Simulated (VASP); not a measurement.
# GaP (I-4m2) in VASP: a series of runs

GaP is run at these levels: PBE; tasks: single point.

Everything below comes from runs of VASP 6.6.1. Logs are shortened: lines on timing, memory, paths and dates and some standing lists are left out, and cuts for length are marked.

## Step 1: The cell of the first run

Symmetry: I-4m2, No. 119, tetragonal system. Conventional cell: a = 3.880 Å, b = 3.880 Å, c = 5.450 Å, α = 90.00°, β = 90.00°, γ = 90.00°. Within 3.1 Å of Ga (site symmetry -4m2) lie 4 P at 2.37 Å. Within 3.1 Å of P (site symmetry -4m2) lie 4 Ga at 2.37 Å.

## Step 2: Single point, PBE

The input, INCAR:

```
SYSTEM = GaP
PREC = Accurate
ENCUT = 500
EDIFF = 1E-6
ISMEAR = 0
SIGMA = 0.02
LREAL = .FALSE.
LASPH = .TRUE.
NELM = 120
ALGO = Normal
ISIF = 2
LWAVE = .FALSE.
LCHARG = .TRUE.
GGA = PE
LELF = .TRUE.
LVHAR = .TRUE.
NBANDS = 16
GGA_COMPAT = .FALSE.
```

The input, KPOINTS:

```
regular mesh
0
G
  6 6 6
  0 0 0
```

The input, POSCAR:

```
GaP
1.0
    0.0000000000      2.7434183333      2.7252500000
    2.7434183333      0.0000000000      2.7252500000
    2.7434183333      2.7434183333      0.0000000000
Ga P
1 1
Direct
    0.0000000000      0.0000000000      0.0000000000
    0.2500000000      0.2500000000      0.2500000000
```

Potentials or basis: VASP PAW PBE potentials, release 64 (Ga_d, P).

On the command line:

```sh
> cat potpaw_PBE.64/Ga_d/POTCAR potpaw_PBE.64/P/POTCAR > POTCAR
> mpirun -np 1 vasp_std > vasp.out
```

OUTCAR:

```text
SYSTEM = GaP
   PREC = Accurate
   ENCUT = 500
   EDIFF = 1E-6
   ISMEAR = 0
   LREAL = .FALSE.
   LASPH = .TRUE.
   NELM = 120
   ISIF = 2
   GGA = PE

 ion  position               nearest neighbor table
   1  0.000  0.000  0.000-   2 2.37   2 2.37   2 2.37   2 2.37
   2  0.250  0.250  0.250-   1 2.37   1 2.37   1 2.37   1 2.37

  LATTYP: Found a body centered tetragonal cell.
 ALAT       =     3.8797794142
 C/A-ratio  =     1.4048479097

  Lattice vectors:

 A1 = (   0.0000000000,  -2.7434183333,  -2.7252500000)
 A2 = (   0.0000000000,   2.7434183333,  -2.7252500000)
 A3 = (   2.7434183333,   0.0000000000,   2.7252500000)

Analysis of symmetry for initial positions (statically):
=====================================================================
 Subroutine PRICEL returns:
 Original cell was already a primitive cell.

 Routine SETGRP: Setting up the symmetry group for a
 body centered tetragonal supercell.

 Subroutine GETGRP returns: Found  8 space group operations
 (whereof  8 operations were pure point group operations)
 out of a pool of 16 trial point group operations.

The static configuration has the point symmetry D_2d.

Analysis of symmetry for dynamics (positions and initial velocities):
=====================================================================
 Subroutine PRICEL returns:
 Original cell was already a primitive cell.

 Routine SETGRP: Setting up the symmetry group for a
 body centered tetragonal supercell.

 Subroutine GETGRP returns: Found  8 space group operations
 (whereof  8 operations were pure point group operations)
 out of a pool of 16 trial point group operations.

The dynamic configuration has the point symmetry D_2d.

 Subroutine INISYM returns: Found  8 space group operations
 (whereof  8 operations are pure point group operations),
 and found     1 'primitive' translations

----------------------------------------------------------------------------------------

                                     Primitive cell

  volume of cell :      41.0223

  direct lattice vectors                    reciprocal lattice vectors
     0.000000000  2.743418333  2.725250000    -0.182254377  0.182254377  0.183469406
     2.743418333  0.000000000  2.725250000     0.182254377 -0.182254377  0.183469406
     2.743418333  2.743418333  0.000000000     0.182254377  0.182254377 -0.183469406

  length of vectors
     3.866953803  3.866953803  3.879779414     0.316376894  0.316376894  0.316376894

  position of ions in fractional coordinates (direct lattice)
     0.000000000  0.000000000  0.000000000
     0.250000000  0.250000000  0.250000000

[... 77 lines left out ...]
   LREAL  =      F    real-space projection
   EDIFFG = 0.1E-04   stopping-criterion for IOM
   NSW    =      0    number of steps for IOM
   IBRION =     -1    ionic relax: 0-MD 1-quasi-New 2-CG
   NFREE  =      0    steps in history (QN), initial steepest desc. (CG)
   ISIF   =      2    stress and relaxation
   ISYM   =      2    0-nonsym 1-usesym 2-fastsym
   POTIM  = 0.5000    time-step for ionic-motion
   TEBEG  =    0.0;   TEEND  =   0.0 temperature during run
   PSTRESS=    0.0 pullay stress
   NELECT =      18.0000    total number of electrons
   NUPDOWN=      -1.0000    fix difference up-down
   EMIN   =  10.00;   EMAX   =-10.00  energy-range for DOS
   EFERMI =   0.00;   METHOD = LEGACY
   ISMEAR =     0;   SIGMA  =   0.02  broadening in eV -4-tet -1-fermi 0-gaus
   EFERMI_NEDOS =   21; number of points for ismear=-14 and -15
   IALGO  =     38    algorithm
   IMIX   =      4    mixing-type and parameters
     AMIX     =   0.40;   BMIX     =  1.00
     AMIX_MAG =   1.60;   BMIX_MAG =  1.00
  volume/ion in A,a.u.               =      20.51       138.42
  Fermi-wavevector in a.u.,A,eV,Ry     =   1.244015  2.350847 21.056005  1.547573
  Thomas-Fermi vector in A             =   2.378300
   LORBIT       =      0    0 simple, 1 ext, 2 COOP (PROOUT), +10 PAW based schemes
   GGA     = PE    functional components
   LHFCALC =     F    Hartree Fock is set to
   AEXX    =    0.0000 exact exchange contribution
   IVDW    =     0    specifies the selected vdW correction
   LEPSILON=     F    determine dielectric tensor
   LRPA    =     F    only Hartree local field effects (RPA)
 non-spin polarized calculation
 Gauss-broadening in eV      SIGMA  =   0.02
  energy-cutoff  :      500.00
  volume of cell :       41.02
 maximum number of plane-waves:      1056
   NGX = 15   NGY = 15   NGZ = 15

 number of electron      18.0000015 magnetization

 Free energy of the ion-electron system (eV)
  ---------------------------------------------------
  ext. energy  EPLUGINS =         0.00000000
  ---------------------------------------------------
  free energy    TOTEN  =        -9.10856530 eV

  energy without entropy =       -9.10856530  energy(sigma->0) =       -9.10856530

 E-fermi :   4.6358     XC(G=0):  -9.7697

 val. band max:        4.5484049117   @ k =   0.0000   0.0000   0.0000
 cond. band min:       6.1525223158   @ k =   0.5000   0.0000   0.0000
 fundamental gap:      1.6041174040
 Fermi energy:         4.6358130539

 k-point     1 :       0.0000    0.0000    0.0000
  band No.  band energies     occupation
      1     -10.0130      2.00000
      2     -10.0130      2.00000
      3     -10.0110      2.00000
      4      -9.9174      2.00000
      5      -9.9163      2.00000
      6      -7.8696      2.00000
[... 433 lines left out ...]
      3      -9.9582      2.00000
      4      -9.9395      2.00000
      5      -9.9015      2.00000
      6      -5.3016      2.00000
[... 8 lines left out ...]
     15      16.4040      0.00000
     16      17.6862      0.00000

 [... further k-points ...]

------------------------ aborting loop because EDIFF is reached ----------------------------------------

  FORCE on cell =-STRESS in cart. coord.  units (eV):
  Direction    XX          YY          ZZ          XY          YZ          ZX
  --------------------------------------------------------------------------------------
  -------------------------------------------------------------------------------------
  Total        0.2930815      0.2930815      0.4168361      0.0000000      0.0000000      0.0000000
  in kB       11.4466558     11.4466558     16.2800408      0.0000000      0.0000000      0.0000000
  external PRESSURE =      13.0577841 kB  Pullay stress =       0.0000000 kB

 VOLUME and BASIS-vectors are now :
 -----------------------------------------------------------------------------
  energy-cutoff  :      500.00
  volume of cell :       41.02
      direct lattice vectors                 reciprocal lattice vectors
     0.000000000  2.743418333  2.725250000    -0.182254377  0.182254377  0.183469406
     2.743418333  0.000000000  2.725250000     0.182254377 -0.182254377  0.183469406
     2.743418333  2.743418333  0.000000000     0.182254377  0.182254377 -0.183469406

 POSITION                                       TOTAL-FORCE (eV/Angst)
 -----------------------------------------------------------------------------------
      0.00000      0.00000      0.00000         0.000000      0.000000      0.000000
      1.37171      1.37171      1.36262        -0.000000     -0.000000      0.000000
 -----------------------------------------------------------------------------------
    total drift:                                0.000001      0.000001      0.000001

  FREE ENERGIE OF THE ION-ELECTRON SYSTEM (eV)
  ---------------------------------------------------
  free  energy   TOTEN  =        -9.1085652996 eV

  energy  without entropy=       -9.1085652996  energy(sigma->0) =       -9.10856530
```

OSZICAR:

```text
N       E                     dE             d eps       ncg     rms          rms(c)
DAV:   1     0.804003468881E+02    0.80400E+02   -0.88752E+03  1000   0.158E+03
DAV:   2    -0.325157831869E+01   -0.83652E+02   -0.79542E+02  1144   0.303E+02
DAV:   3    -0.928217508419E+01   -0.60306E+01   -0.60137E+01  1200   0.645E+01
DAV:   4    -0.937594924441E+01   -0.93774E-01   -0.93754E-01  1216   0.867E+00
DAV:   5    -0.937797167117E+01   -0.20224E-02   -0.20223E-02  1232   0.111E+00    0.419E+00
DAV:   6    -0.913425515188E+01    0.24372E+00   -0.37848E-01  1512   0.103E+01    0.277E+00
DAV:   7    -0.910761532435E+01    0.26640E-01   -0.94375E-02  1232   0.204E+00    0.111E+00
DAV:   8    -0.910800163770E+01   -0.38631E-03   -0.13512E-02  1160   0.140E+00    0.190E-01
DAV:   9    -0.910841694261E+01   -0.41530E-03   -0.13393E-03  1232   0.509E-01    0.822E-02
DAV:  10    -0.910849190485E+01   -0.74962E-04   -0.11278E-04  1424   0.115E-01    0.406E-02
DAV:  11    -0.910856568515E+01   -0.73780E-04   -0.10122E-04  1112   0.836E-02    0.516E-03
DAV:  12    -0.910856529959E+01    0.38555E-06   -0.28957E-06  1136   0.214E-02
   1 F= -.91085653E+01 E0= -.91085653E+01  d E =-.264714E-12
```

stdout:

```text
POSCAR found type information on POSCAR GaP
 POSCAR found :  2 types and       2 ions
 scaLAPACK will be used
 LDA part: xc-table for (Slater+PW92), standard interpolation
 POSCAR, INCAR and KPOINTS ok, starting setup
 FFT: planning ... GRIDC
 FFT: planning ... GRID_SOFT
 FFT: planning ... GRID
 WAVECAR not read
 entering main loop
```

Wall time 44 s (1 thread of Intel Xeon 8259CL, shared host); peak memory 0.16 GiB.

What came out:

| Quantity | Value |
| --- | --- |
| Free energy | -9.1086 eV |
| Pressure | 1.3 GPa |
| Band gap on the k mesh | 1.60 eV, indirect (least direct gap 1.69 eV) |

## Step 3: Single point, PBE

This run uses another cell than the first one, of 20.65 Å³/atom, 1.007 times its volume.

The input, INCAR:

```
PREC     = Accurate       # precision mode
ENCUT    = 500            # plane-wave cutoff, eV
EDIFF    = 1E-6           # SCF threshold, eV
ISMEAR   = 0              # smearing method
SIGMA    = 0.02           # smearing width, eV
LREAL    = F              # projectors in reciprocal space
LASPH    = T              # aspherical terms in the spheres
NELM     = 120            # most SCF steps
ALGO     = Normal         # electronic algorithm
ISIF     = 2              # what is computed and relaxed
LWAVE    = F              # write WAVECAR
LCHARG   = T              # write CHGCAR
GGA      = PE             # functional
LELF     = T              # ELF
LVHAR    = T            
NBANDS   = 16             # bands
GGA_COMPAT= F
```

The input, KPOINTS:

```
regular mesh
0
Gamma
  6 6 6
```

The input, POSCAR:

```
GaP
1.0
    0.0000000000      2.7525025000      2.7252500000
    2.7525025000      0.0000000000      2.7252500000
    2.7525025000      2.7525025000      0.0000000000
Ga P
1 1
Direct
    0.0000000000      0.0000000000      0.0000000000
    0.2500000000      0.2500000000      0.2500000000
```

Potentials or basis: VASP PAW PBE potentials, release 64 (Ga_d, P).

On the command line:

```sh
> cat potpaw_PBE.64/Ga_d/POTCAR potpaw_PBE.64/P/POTCAR > POTCAR
> mpirun -np 1 vasp_std > vasp.out
```

Wall time 37 s (1 thread of Intel Xeon 8259CL, shared host); peak memory 0.16 GiB.

The run converged. Its results:

| Item | Value |
| --- | --- |
| Free energy | -9.1101 eV |
| Pressure | 0.8 GPa |
| Band gap on the k mesh | 1.57 eV, indirect (least direct gap 1.62 eV) |

Stress tensor (GPa, compression positive):
```
0.53 0.00 0.00
0.00 0.53 0.00
0.00 0.00 1.24
```

Levels at points of the mesh, in eV from the valence-band top:
```tsv
k point	band 6	band 7	band 8	band 9	band 10	band 11	band 12	band 13
(0.00, 0.00, 0.00)	-12.38	-0.05	-0.05	0.00	1.62	3.84	3.86	3.86
(0.50, 0.00, 0.00)	-10.38	-6.56	-1.17	-1.09	1.57	4.65	4.73	8.21
(0.50, 0.50, 0.00)	-9.48	-6.66	-2.70	-2.70	1.61	1.74	10.41	10.41
(0.50, 0.00, 0.50)	-9.52	-6.72	-2.63	-2.62	1.68	1.83	10.40	10.40
```

A k mesh can miss the band edges.
